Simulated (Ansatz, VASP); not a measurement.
**CuO: VASP beside Ansatz**

INCAR

```
ALGO = Normal ; EDIFF = 1E-6
ENCUT = 520 ; GGA = PE
ISIF = 2 ; ISMEAR = -1
LASPH = True ; LCHARG = False
LREAL = False ; LWAVE = False
NBANDS = 16 ; NELM = 100
PREC = Accurate ; SIGMA = 0.05
```

File KPOINTS:

```
k-points
0
Gamma
  4 4 4
```

Contents of POSCAR:

```
CuO
1.0
    0.0000000000      2.1165600000      2.1165600000
    2.1165600000      0.0000000000      2.1165600000
    2.1165600000      2.1165600000      0.0000000000
Cu O
1 1
Direct
    0.0294977200      0.0281008700      0.9080259900
    0.4705022800      0.4718991300      0.5919740100
```

input.yaml

```yaml
crystal:
  lattice:
    - [0.0, 2.11656, 2.11656]
    - [2.11656, 0.0, 2.11656]
    - [2.11656, 2.11656, 0.0]
  atoms:
    - { symbol: Cu, position: [0.02949772, 0.02810087, 0.90802599] }
    - { symbol: O, position: [0.47050228, 0.47189913, 0.59197401] }
hamiltonian:
  xc: pbe
  pseudopotentials: { kind: paw }
kpoints:
  mp_grid: { grid: [4, 4, 4] }
scf:
  occupations: { method: fermi_dirac, width: 0.05 }
output:
  forces: true
  stress: true
  eigenvalues: true
```

Alike in both runs: task single point; functional PBE; k mesh 4 × 4 × 4; occupations fermi-dirac, width 0.05 eV; no spin polarisation.

```csv
,VASP,Ansatz
version,VASP 6.6.1,Ansatz 0.2.0
potentials or method,"VASP PAW PBE potentials, release 64 (Cu, O)",Ansatz PAW
plane-wave cutoff (eV),520,420
valence electrons in the cell,17,25
```

Ansatz gave:

* gap on the k mesh at the Fermi level (eV): none
* pressure (GPa): 18.5
* traceless stress, the component that is largest in VASP (GPa): -3.16
* rms of the force components (eV/Å): 0.525

**Question.** What did VASP give for the same quantities?

**Answer.** gap on the k mesh at the Fermi level (eV): none; pressure (GPa): 19.2; traceless stress, the component that is largest in VASP (GPa): -3.47; rms of the force components (eV/Å): 0.582.

Atom by atom the forces differ by 0.057 eV/Å (rms over components). A gap of «none» marks a metal or a gap that the smearing closes. The functional is the same, so the differences come from potentials, cutoffs and numerics. VASP's potentials hold 17 valence electrons a cell and Ansatz's 25, so a difference there can come from the potentials and not from the codes.

The k mesh is coarse, so the values compare programs but aren't converged.
